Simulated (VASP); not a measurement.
Wanted: the native input for a VASP 6.6.1 run.

| Item | Value |
| --- | --- |
| Task | single point |
| Functional | r2SCAN |
| Potentials or basis | VASP PAW PBE potentials, release 64 (Zr_sv) |
| Cutoff | 520 eV |
| k mesh | 13 × 13 × 13 |
| Occupations | fermi-dirac, width 0.1 eV |
| Spin | no spin polarisation |
| Dipole correction | no |
| Further INCAR settings | ALGO = Normal; EDIFF = 1e-07; NBANDS = 12 |

The system is Zr.

```
Zr
1.0
     0.00000    2.22618    2.22618
     2.22618    0.00000    2.22618
     2.22618    2.22618    0.00000
Zr
1
Cartesian
  0.0000 0.0000 0.0000
```

This isn't the form of Zr at room conditions, which is hcp.

These files were run (other wordings do the same):

POSCAR

```
Zr
1.0
    0.0000000000      2.2261810361      2.2261810361
    2.2261810361      0.0000000000      2.2261810361
    2.2261810361      2.2261810361      0.0000000000
Zr
1
Direct
    0.0000000000      0.0000000000      0.0000000000
```

INCAR.step1

```
SYSTEM = Zr
PREC = Accurate ; ENCUT = 520
ISMEAR = -1 ; SIGMA = 0.1
LREAL = .FALSE. ; LASPH = .TRUE.
NELM = 80 ; NBANDS = 12
GGA = PE ; ALGO = Normal
EDIFF = 1E-4 ; LWAVE = .TRUE.
LCHARG = .FALSE.
```

INCAR.step2

```
SYSTEM = Zr
PREC = Accurate ; ENCUT = 520
EDIFF = 1E-7 ; ISMEAR = -1
SIGMA = 0.1 ; LREAL = .FALSE.
LASPH = .TRUE. ; NELM = 80
ALGO = Normal ; ISIF = 2
LWAVE = .FALSE. ; LCHARG = .FALSE.
METAGGA = R2SCAN ; LMIXTAU = .TRUE.
NBANDS = 12 ; ISTART = 1
```

KPOINTS

```
Automatic mesh
0
G
  13 13 13
  0 0 0
```

Potentials or basis: VASP PAW PBE potentials, release 64 (Zr_sv).

Run with:

```sh
$ cat potpaw_PBE.64/Zr_sv/POTCAR > POTCAR
$ cp INCAR.step1 INCAR
$ mpirun -np 1 vasp_std > vasp.out
$ cp INCAR.step2 INCAR
$ mpirun -np 1 vasp_std > vasp.out
```

It gave:

The pressure is 5.7 GPa. The band gap on the k mesh is zero (bands 6 and 7 overlap by 1.78 eV).

Caveat: the cell stands under pressure; the PAW data sets were made with another functional, which shifts forces and pressure a little.

Wall time 36 s on 1 thread of Intel(R) Xeon(R) 6975P-C (Granite Rapids), with other jobs on the host, peak memory 0.15 GiB.
